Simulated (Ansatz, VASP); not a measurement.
## Re: VASP beside Ansatz

INCAR

```
SYSTEM = Re
PREC = Accurate
ENCUT = 520
EDIFF = 1E-6
ISMEAR = -1
SIGMA = 0.05
LREAL = .False.
LASPH = .True.
NELM = 80
ALGO = Normal
ISIF = 2
LWAVE = .False.
LCHARG = .False.
GGA = PS
NBANDS = 22
```

KPOINTS

```
regular mesh
0
Gamma
  11 11 3
  0 0 0
```

The input POSCAR:

```
Re
1.0
    2.7663873939      0.0000000000      0.0000000000
   -1.3831936969      2.3957617598      0.0000000000
    0.0000000000      0.0000000000      8.9388451600
Re
4
Direct
    0.6666666667      0.3333333333      0.7500000000
    0.0000000000      0.0000000000      0.5000000000
    0.3333333333      0.6666666667      0.2500000000
    0.0000000000      0.0000000000      0.0000000000
```

input.yaml

```yaml
crystal:
  lattice:
    - [2.7663873939, 0.0, 0.0]
    - [-1.3831936969, 2.3957617598, 0.0]
    - [0.0, 0.0, 8.93884516]
  atoms:
    - { symbol: Re, position: [0.6666666667, 0.3333333333, 0.75] }
    - { symbol: Re, position: [0.0, 0.0, 0.5] }
    - { symbol: Re, position: [0.3333333333, 0.6666666667, 0.25] }
    - { symbol: Re, position: [0.0, 0.0, 0.0] }
hamiltonian:
  xc: pbesol
  pseudopotentials: { kind: paw }
kpoints:
  mp_grid: { grid: [11, 11, 3] }
scf:
  occupations: { method: fermi_dirac, width: 0.05 }
output:
  forces: true
  stress: true
  eigenvalues: true
```

Alike in both runs: task single point; functional PBEsol; k mesh 11 × 11 × 3; occupations fermi-dirac, width 0.05 eV; no spin polarisation.

|  | VASP | Ansatz |
| --- | --- | --- |
| version | VASP 6.6.1 | Ansatz 0.2.0 |
| potentials or method | VASP PAW PBE potentials, release 64 (Re) | Ansatz PAW |
| plane-wave cutoff (eV) | 520 | 420 |
| valence electrons in the cell | 28 | 60 |

Ansatz gave:

| Item | Value |
| --- | --- |
| gap on the k mesh at the Fermi level (eV) | none |
| pressure (GPa) | -6.8 |
| traceless stress, the component that is largest in VASP (GPa) | 0.19 |

What did VASP give for the same quantities?

gap on the k mesh at the Fermi level (eV): none; pressure (GPa): -6.9; traceless stress, the component that is largest in VASP (GPa): 0.16.

VASP's potentials were made for PBE, not for PBEsol. A gap of «none» marks a metal or a gap that the smearing closes. VASP's potentials hold 28 valence electrons a cell and Ansatz's 60, so a difference there can come from the potentials and not from the codes.

Spin-orbit coupling is off throughout.
